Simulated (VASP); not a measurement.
Ir: single point with PBE

Crystal: Ir.

```xyz
4
Lattice="2.6631 0.0000 0.0000 -1.3315 2.3063 0.0000 0.0000 0.0000 8.7065" Properties=species:S:1:pos:R:3 pbc="T T T"
Ir    0.0000    0.0000    8.7065
Ir    0.0000    0.0000    4.3533
Ir    0.0000    1.5375    2.1766
Ir    1.3315    0.7688    6.5299
```

This cell differs from its parent crystal: volume scaled by 0.92.

```
Program                : VASP 6.6.1
Task                   : single point
Functional             : PBE
Potentials or basis    : VASP PAW PBE potentials, release 64 (Ir)
Cutoff                 : 520 eV
k mesh                 : 17 × 17 × 5
Occupations            : fermi-dirac, width 0.05 eV
Spin                   : collinear spin, ferromagnetic start
Starting moments       : [1.0, 1.0, 1.0, 1.0] μB
Dipole correction      : no
Further INCAR settings : ALGO = Normal; EDIFF = 1e-07; NBANDS = 30
```

```yaml
Pressure: 36.5 GPa
Band_gap_on_the_k_mesh: zero (filled and empty bands overlap)
Net_moment: 0.00 μB per cell
Valence_electrons_inside_the_program's_atomic_spheres: Ir 8.60, 8.62
```

Stress tensor (GPa, compression positive):
```
36.54  0.00  0.00
 0.00 36.54  0.00
 0.00  0.00 36.31
```

Levels at points of the mesh, in eV from the Fermi level:
Spin up:
```csv
k point,band 14,band 15,band 16,band 17,band 18,band 19,band 20,band 21,band 22,band 23
"(0.00, 0.00, 0.00)",-3.64,-3.64,-1.97,-1.97,-1.13,-1.13,-0.95,-0.38,-0.38,0.77
```
Spin down:
| k point | band 14 | band 15 | band 16 | band 17 | band 18 | band 19 | band 20 | band 21 | band 22 | band 23 |
| --- | --- | --- | --- | --- | --- | --- | --- | --- | --- | --- |
| (0.00, 0.00, 0.00) | -3.64 | -3.64 | -1.97 | -1.97 | -1.13 | -1.13 | -0.95 | -0.38 | -0.38 | 0.77 |

Wall time 6.3 min on 1 thread of Oxide Virtual Turin-like Processor (shared host), peak memory 0.31 GiB.

Caveat: spin-orbit coupling is left out, which moves the levels of the heavy elements.
